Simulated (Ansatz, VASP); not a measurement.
CsH5: VASP beside Ansatz

```
CELL_PARAMETERS angstrom
5.26164 0.00000 0.00000
0.00000 8.43919 0.00000
0.00000 0.00000 3.43433
ATOMIC_POSITIONS crystal
Cs 0.00000 0.00000 0.00000
Cs 0.50000 0.50000 0.00000
H 0.50050 0.14877 0.00000
H 0.99950 0.64877 0.00000
H 0.49950 0.85123 0.00000
H 0.00050 0.35123 0.00000
H 0.50028 0.88435 0.50000
H 0.49972 0.11565 0.50000
H 0.50000 0.00000 0.50000
H 0.00000 0.50000 0.50000
H 0.99972 0.38435 0.50000
H 0.00028 0.61565 0.50000
```

Alike in both runs: functional PBE; k mesh 8 × 6 × 12; occupations gaussian, width 0.1 eV; no spin polarisation.

Ansatz relaxed the structure, and its values are those at the end. VASP's run is a single point on that final structure, the one shown.

|  | VASP | Ansatz |
| --- | --- | --- |
| version | VASP 6.6.1 | Ansatz 0.2.0 |
| potentials or method | VASP PAW PBE potentials, release 64 (Cs_sv, H), cutoff 520 eV | scalar-relativistic, plane waves, PAW |
| valence electrons in the cell | 28 | 28 |

|  | VASP | Ansatz | Ansatz less VASP |
| --- | --- | --- | --- |
| gap on the k mesh at the Fermi level (eV) | none | none | - |
| pressure (GPa) | 0.0 | 0.0 | +0.01 |
| rms of the force components (eV/Å) | 0.003 | 0.003 | -0.0003 |

A gap of «none» marks a metal or a gap that the smearing closes.

Neither program's run includes spin-orbit coupling.
